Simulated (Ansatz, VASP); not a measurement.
# Two plane-wave programs on Ta2F

Contents of INCAR:

```
PREC = Accurate
ENCUT = 600
EDIFF = 1E-6
ISMEAR = 0
SIGMA = 0.2
LREAL = F
LASPH = T
NELM = 100
ALGO = Normal
ISIF = 3
LWAVE = F
LCHARG = F
GGA = PE
IBRION = 2
NSW = 36
EDIFFG = -0.08
```

KPOINTS

```
Automatic mesh
0
Gamma
  6 6 2
```

POSCAR

```
Ta2F
1.0
    2.8500000000      0.0000000000      0.0000000000
   -1.4250000000      2.4681724000      0.0000000000
    0.0000000000      0.0000000000     12.2000000000
Ta F
4 2
Direct
    0.0000000000      0.0000000000      0.2950000000
    0.0000000000      0.0000000000      0.7050000000
    0.3333333300      0.6666666700      0.0980000000
    0.6666666700      0.3333333300      0.9020000000
    0.6666666700      0.3333333300      0.4100000000
    0.3333333300      0.6666666700      0.5900000000
```

Input for Ansatz:

```yaml
crystal:
  lattice:
    - [2.85, 0.0, 0.0]
    - [-1.425, 2.4681724, 0.0]
    - [0.0, 0.0, 12.2]
  atoms:
    - { symbol: Ta, position: [0.0, 0.0, 0.295] }
    - { symbol: Ta, position: [0.0, 0.0, 0.705] }
    - { symbol: Ta, position: [0.33333333, 0.66666667, 0.098] }
    - { symbol: Ta, position: [0.66666667, 0.33333333, 0.902] }
    - { symbol: F, position: [0.66666667, 0.33333333, 0.41] }
    - { symbol: F, position: [0.33333333, 0.66666667, 0.59] }
basis:
  ecutwfc: 420
kpoints:
  mp_grid: { grid: [6, 6, 2] }
hamiltonian:
  xc: pbe
scf:
  occupations: { method: gaussian, width: 0.2 }
  lower_state_search: "off"
output:
  forces: true
  stress: true
  eigenvalues: true
relax:
  adjacent_minimum: "off"
  f_tol: 0.08
  max_steps: 16
  cell: { stress_tol: 0.8 }
```

Alike in both runs: task relaxation of cell and atoms; functional PBE; k mesh 6 × 6 × 2; occupations gaussian, width 0.2 eV; no spin polarisation.

|  | VASP | Ansatz |
| --- | --- | --- |
| version | VASP 6.6.1 | Ansatz 0.2.0 |
| potentials or method | VASP PAW PBE potentials, release 64 (Ta_pv, F), cutoff 600 eV | scalar-relativistic, plane waves, PAW |
| valence electrons in the cell | 58 | 66 |

```tsv
	VASP	Ansatz	Ansatz less VASP
gap on the k mesh at the Fermi level, each at its own relaxed structure (eV)	none	none	-
relaxed volume (Å³/atom)	16.07	16.47	+0.396
relaxed cell length with the largest relative difference (Å)	13.115	13.241	+0.1256
```

A gap of «none» marks a metal or a gap that the smearing closes. VASP's potentials hold 58 valence electrons a cell and Ansatz's 66, so a difference there can come from the potentials and not from the codes.

The k mesh is coarse, so the values compare programs but aren't converged. Neither program's run includes spin-orbit coupling.
